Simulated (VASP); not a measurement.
Here is a VASP 6.6.1 calculation.

INCAR

```
PREC = Accurate
ENCUT = 520
EDIFF = 1E-6
ISMEAR = 0
SIGMA = 0.01
LREAL = F
LASPH = T
NELM = 100
ALGO = Normal
ISIF = 2
LWAVE = F
LCHARG = F
GGA = PE
NBANDS = 22
```

Contents of KPOINTS:

```
Automatic mesh
0
Gamma
  4 4 4
```

File POSCAR:

```
LiTlTe2
1.0
    4.5980007822      0.0000000000      0.0000000000
    0.0000000000      4.5980007822      0.0000000000
    0.0000000000      0.0000000000      6.4734597936
Li Te Tl
1 2 1
Direct
    0.0000000000      0.0000000000      0.0000000000
    0.0000000000      0.5000000000      0.2309160927
    0.5000000000      0.0000000000      0.7690839073
    0.5000000000      0.5000000000      0.5000000000
```

Potentials or basis: VASP PAW PBE potentials, release 64 (Li_sv, Te, Tl_d).

Run with:

```sh
$ cat potpaw_PBE.64/Li_sv/POTCAR potpaw_PBE.64/Te/POTCAR potpaw_PBE.64/Tl_d/POTCAR > POTCAR
$ mpirun -np 1 vasp_std > vasp.out
```

Q: What does it give for the band gap on the k mesh?

A: 0.15 eV.

Q: Predict the largest force.

A: 0.174 eV/Å.

Forces in eV/Å, atoms in the order of the input:
```
Li   0.000  0.000  0.000
Te   0.000  0.000 -0.174
Te   0.000  0.000  0.174
Tl   0.000  0.000  0.000
```

Caveat: spin-orbit coupling is left out, which moves the levels of the heavy elements. A k mesh can miss the band edges.
